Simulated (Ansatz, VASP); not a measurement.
Two plane-wave programs on Co

The input POSCAR:

```
Co
1.0
    2.4715232260      0.0000000000      0.0000000000
   -1.2357616130      2.1404018997      0.0000000000
    0.0000000000      0.0000000000      4.0271144694
Co
2
Direct
    0.3333333333      0.6666666667      0.2500000000
    0.6666666667      0.3333333333      0.7500000000
```

File INCAR.step1:

```
SYSTEM = Co
ALGO     = Normal         ! electronic algorithm
EDIFF    = 1E-4           ! SCF threshold, eV
ENCUT    = 520            ! plane-wave cutoff, eV
GGA      = PE             ! functional
ISMEAR   = -1             ! smearing method
ISPIN    = 2              ! spin polarisation
LASPH    = .True.         ! aspherical terms in the spheres
LCHARG   = .False.        ! write CHGCAR
LMAXMIX  = 4              ! l up to which the mixer works
LREAL    = .False.        ! projectors in reciprocal space
LWAVE    = .True.         ! write WAVECAR
MAGMOM   = 1.891 1.891    ! initial moments
NBANDS   = 20             ! bands
NELM     = 150            ! most SCF steps
PREC     = Accurate       ! precision mode
SIGMA    = 0.05           ! smearing width, eV
```

INCAR.step2

```
SYSTEM = Co
ALGO     = Normal         ! electronic algorithm
EDIFF    = 1E-7           ! SCF threshold, eV
ENCUT    = 520            ! plane-wave cutoff, eV
ISIF     = 2              ! what is computed and relaxed
ISMEAR   = -1             ! smearing method
ISPIN    = 2              ! spin polarisation
ISTART   = 1            
LASPH    = .True.         ! aspherical terms in the spheres
LCHARG   = .False.        ! write CHGCAR
LMAXMIX  = 4              ! l up to which the mixer works
LMIXTAU  = .True.       
LORBIT   = 11             ! projections on sites
LREAL    = .False.        ! projectors in reciprocal space
LWAVE    = .False.        ! write WAVECAR
MAGMOM   = 1.891 1.891    ! initial moments
METAGGA  = R2SCAN         ! meta-GGA
NBANDS   = 20             ! bands
NELM     = 150            ! most SCF steps
PREC     = Accurate       ! precision mode
SIGMA    = 0.05           ! smearing width, eV
```

The input KPOINTS:

```
k-points
0
Gamma
  21 21 11
  0 0 0
```

Input for Ansatz:

```yaml
crystal:
  lattice:
    - [2.471523226, 0.0, 0.0]
    - [-1.235761613, 2.1404018997, 0.0]
    - [0.0, 0.0, 4.0271144694]
  atoms:
    - { symbol: Co, position: [0.3333333333, 0.6666666667, 0.25], spin: 1.891 }
    - { symbol: Co, position: [0.6666666667, 0.3333333333, 0.75], spin: 1.891 }
hamiltonian:
  xc: r2scan
  pseudopotentials:
    kind: paw
    azcp:
      Co: "pseudopotentials/Co.paw.azcp"
basis:
  ecutwfc: 500
  fft_grid_basis: typed
kpoints:
  mp_grid: { grid: [21, 21, 11], shift: [0, 0, 0] }
magnetization:
  spin_polarized: true
scf:
  occupations: { method: fermi_dirac, width: 0.05 }
  lower_state_search: "off"
output:
  stress: true
  write_density: true
  write_potential: true
  elf: true
  volumetric_format: npy
```

Alike in both runs: task single point; functional r2SCAN; k mesh 21 × 21 × 11; occupations fermi-dirac, width 0.05 eV; collinear spin.

```csv
,VASP,Ansatz
version,VASP 6.6.1,Ansatz 0.2.0
potentials or method,"VASP PAW PBE potentials, release 64 (Co), cutoff 520 eV","plane waves (500 eV) with PAW, scalar-relativistic"
valence electrons in the cell,18,34
```

|  | VASP | Ansatz | Ansatz less VASP |
| --- | --- | --- | --- |
| pressure (GPa) | -0.9 | -0.9 | 0.00 |
| traceless stress, the component that is largest in VASP (GPa) | -0.41 | -0.30 | +0.114 |
| net moment per atom (μB) | 1.73 | 1.74 | +0.004 |
| size of the moment on the site where the two differ most (μB) | 1.79 | 1.87 | +0.082 |

VASP's potentials were made for PBE, not for r2SCAN. Site moments also hang on the region over which each program counts them. VASP's potentials hold 18 valence electrons a cell and Ansatz's 34, so a difference there can come from the potentials and not from the codes. Ansatz's warnings: stability check not made.
